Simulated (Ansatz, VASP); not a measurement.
# Mo in VASP and in Ansatz

File INCAR:

```
  PREC = Accurate
  ENCUT = 520
  EDIFF = 1E-7
  ISMEAR = 0
  SIGMA = 0.15
  LREAL = F
  LASPH = T
  NELM = 100
  ALGO = Fast
  ISIF = 2
  LWAVE = F
  LCHARG = F
  NBANDS = 13
```

File KPOINTS:

```
regular mesh
0
Gamma
  22 22 22
```

POSCAR

```
Mo
1.0
   -0.9461958045      1.6499148718      1.6499148718
    1.6499148718     -0.9461958045      1.6499148718
    1.6499148718      1.6499148718     -0.9461958045
Mo
1
Direct
    0.0000000000      0.0000000000      0.0000000000
```

Input for Ansatz:

```yaml
crystal:
  lattice:
    - [-0.9461958045, 1.6499148718, 1.6499148718]
    - [1.6499148718, -0.9461958045, 1.6499148718]
    - [1.6499148718, 1.6499148718, -0.9461958045]
  atoms:
    - { symbol: Mo, position: [0.0, 0.0, 0.0] }
basis:
  ecutwfc: 420
kpoints:
  mp_grid: { grid: [22, 22, 22] }
hamiltonian:
  xc: lda
  pseudopotentials: { kind: paw, azcp: { folder: soft_1 } }
scf:
  occupations: { method: gaussian, width: 0.15 }
output:
  forces: true
  stress: true
  eigenvalues: true
  write_density: true
  write_potential: true
  elf: true
  volumetric_format: npy
```

Alike in both runs: task single point; functional LDA; k mesh 22 × 22 × 22; occupations gaussian, width 0.15 eV; no spin polarisation.

|  | VASP | Ansatz |
| --- | --- | --- |
| version | VASP 6.6.1 | Ansatz 0.2.0 |
| potentials or method | VASP PAW LDA potentials, release 64 (Mo_sv), cutoff 520 eV | scalar-relativistic, plane waves, PAW |
| valence electrons in the cell | 14 | 14 |

|  | VASP | Ansatz | Ansatz less VASP |
| --- | --- | --- | --- |
| gap on the k mesh at the Fermi level (eV) | none | none | - |
| pressure (GPa) | 11.4 | 10.3 | -1.18 |
| traceless stress, the component that is largest in VASP (GPa) | -6.99 | -6.96 | +0.036 |

Ansatz warns that its potentials were made for another functional, while VASP's fit it. LDA's correlation is that of Perdew and Zunger in VASP and of Perdew and Wang (1992) in Ansatz. A gap of «none» marks a metal or a gap that the smearing closes.
